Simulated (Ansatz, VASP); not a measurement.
# CdS in VASP and in Ansatz

The input POSCAR:

```
CdS
1.0
    3.9280592432      0.0000000000      0.0000000000
   -1.9640296216      3.4017990922      0.0000000000
    0.0000000000      0.0000000000      6.7490000000
Cd S
2 2
Direct
    0.3333333333      0.6666666667      0.0000000000
    0.6666666667      0.3333333333      0.5000000000
    0.3333333333      0.6666666667      0.3850000000
    0.6666666667      0.3333333333      0.8850000000
```

The input INCAR.step1:

```
SYSTEM = CdS
PREC     = Accurate       ! precision mode
ENCUT    = 520            ! plane-wave cutoff, eV
ISMEAR   = 0              ! smearing method
SIGMA    = 0.05           ! smearing width, eV
LREAL    = .False.        ! projectors in reciprocal space
LASPH    = .True.         ! aspherical terms in the spheres
NELM     = 60             ! most SCF steps
NBANDS   = 26             ! bands
GGA      = PE             ! functional
ALGO     = Normal         ! electronic algorithm
EDIFF    = 1E-4           ! SCF threshold, eV
LWAVE    = .True.         ! write WAVECAR
LCHARG   = .False.        ! write CHGCAR
```

INCAR.step2

```
SYSTEM = CdS
PREC     = Accurate       ! precision mode
ENCUT    = 520            ! plane-wave cutoff, eV
EDIFF    = 1E-7           ! SCF threshold, eV
ISMEAR   = 0              ! smearing method
SIGMA    = 0.05           ! smearing width, eV
LREAL    = .False.        ! projectors in reciprocal space
LASPH    = .True.         ! aspherical terms in the spheres
NELM     = 60             ! most SCF steps
ALGO     = Normal         ! electronic algorithm
ISIF     = 2              ! what is computed and relaxed
LWAVE    = .False.        ! write WAVECAR
LCHARG   = .False.        ! write CHGCAR
METAGGA  = R2SCAN         ! meta-GGA
LMIXTAU  = .True.       
NBANDS   = 26             ! bands
ISTART   = 1
```

KPOINTS

```
Automatic mesh
0
Gamma
  12 12 4
  0 0 0
```

Input for Ansatz:

```yaml
crystal:
  lattice:
    - [3.9280592432, 0.0, 0.0]
    - [-1.9640296216, 3.4017990922, 0.0]
    - [0.0, 0.0, 6.749]
  atoms:
    - { symbol: Cd, position: [0.3333333333, 0.6666666667, 0.0] }
    - { symbol: Cd, position: [0.6666666667, 0.3333333333, 0.5] }
    - { symbol: S, position: [0.3333333333, 0.6666666667, 0.385] }
    - { symbol: S, position: [0.6666666667, 0.3333333333, 0.885] }
basis:
  ecutwfc: 500
kpoints:
  mp_grid: { grid: [12, 12, 4] }
hamiltonian:
  xc: r2scan
scf:
  occupations: { method: gaussian, width: 0.05 }
output:
  forces: true
  stress: true
  eigenvalues: true
```

Change from the starting cell: strain -0.050 along x and y, +0.000 along z, atoms carried along.

Alike in both runs: task single point; functional r2SCAN; k mesh 12 × 12 × 4; occupations gaussian, width 0.05 eV; no spin polarisation.

```csv
,VASP,Ansatz
version,VASP 6.6.1,Ansatz 0.2.0
potentials or method,"VASP PAW PBE potentials, release 64 (Cd, S), cutoff 520 eV","scalar-relativistic, plane waves, PAW"
valence electrons in the cell,36,52
```

|  | VASP | Ansatz | Ansatz less VASP |
| --- | --- | --- | --- |
| gap on the k mesh at the Fermi level (eV) | 1.80 | 1.80 | -0.002 |
| least direct gap on the mesh (eV) | 1.80 | 1.80 | -0.002 |
| pressure (GPa) | 10.9 | 10.4 | -0.55 |
| traceless stress, the component that is largest in VASP (GPa) | -7.53 | -7.37 | +0.162 |
| rms of the force components (eV/Å) | 0.522 | 0.508 | -0.0144 |

VASP's potentials were made for PBE, not for r2SCAN. Atom by atom the forces differ by 0.014 eV/Å (rms over components). VASP's potentials hold 36 valence electrons a cell and Ansatz's 52, so a difference there can come from the potentials and not from the codes.
